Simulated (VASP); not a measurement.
Here is a VASP 6.6.1 calculation.

INCAR

```
SYSTEM = C19O
PREC = Accurate ; ENCUT = 520
EDIFF = 1E-6 ; ISMEAR = 0
SIGMA = 0.05 ; LREAL = Auto
LASPH = .TRUE. ; NELM = 80
ALGO = Normal ; ISIF = 2
LWAVE = .FALSE. ; LCHARG = .FALSE.
GGA = CA ; NBANDS = 57
```

KPOINTS

```
regular mesh
0
G
  2 2 1
  0 0 0
```

File POSCAR:

```
C19O
1.0
    7.3980000000      0.0000000000      0.0000000000
   -3.6990000000      6.4068560000      0.0000000000
    0.0000000000      0.0000000000     12.0000000000
C O
19 1
Direct
    0.0076429966      0.0079834789      0.0713360000
    0.2287214168      0.1185509710      0.0712314167
    0.0078717222      0.3393341445      0.0713985833
    0.2284976526      0.4496695415      0.0714072500
    0.0057270623      0.6724841326      0.0712839167
    0.2306795809      0.7850060935      0.0710455833
    0.3412602298      0.0061084563      0.0709496667
    0.5619500266      0.1164377660      0.0709736667
    0.3390764816      0.3392086540      0.0713288333
    0.5640748775      0.4516658405      0.0713468333
    0.3410021378      0.6746795932      0.0712420000
    0.5621338904      0.7852804870      0.0712382500
    0.6724429550      0.0059375457      0.0709780000
    0.8973315895      0.1183190320      0.0712860833
    0.6743864765      0.3413149913      0.0712673333
    0.8954185914      0.4518298835      0.0713613333
    0.6745886036      0.6727054580      0.0713857500
    0.8951992446      0.7830002735      0.0713423333
    0.4825028225      0.9246474402      0.3170644167
    0.3132953728      0.8398167526      0.3426156667
```

Potentials or basis: VASP PAW LDA potentials, release 64 (C, O).

Command:

```sh
$ cat potpaw_LDA.64/C/POTCAR potpaw_LDA.64/O/POTCAR > POTCAR
$ mpirun -np 1 vasp_std > vasp.out
```

Predict the band gap on the k mesh.

0.21 eV, direct.

What does it give for the largest force?

1.155 eV/Å.

Forces on the atoms (eV/Å):
```
C    0.000  0.002  0.000
C   -0.001  0.004  0.001
C   -0.001  0.003 -0.001
C    0.007  0.007 -0.001
C   -0.003 -0.001 -0.002
C   -0.002  0.003  0.001
C   -0.001 -0.013  0.001
C    0.001 -0.013  0.001
C    0.010 -0.007  0.011
C   -0.010 -0.002 -0.001
C    0.003  0.008 -0.001
C    0.004  0.002 -0.009
C    0.019 -0.017  0.000
C   -0.011 -0.013 -0.002
C    0.001  0.009 -0.001
C    0.001  0.001  0.003
C   -0.011  0.019  0.000
C   -0.006  0.009  0.003
C    0.962  0.558 -0.313
O   -0.961 -0.559  0.309
```

Caveat: the k points lie up to 0.49 Å⁻¹ apart.
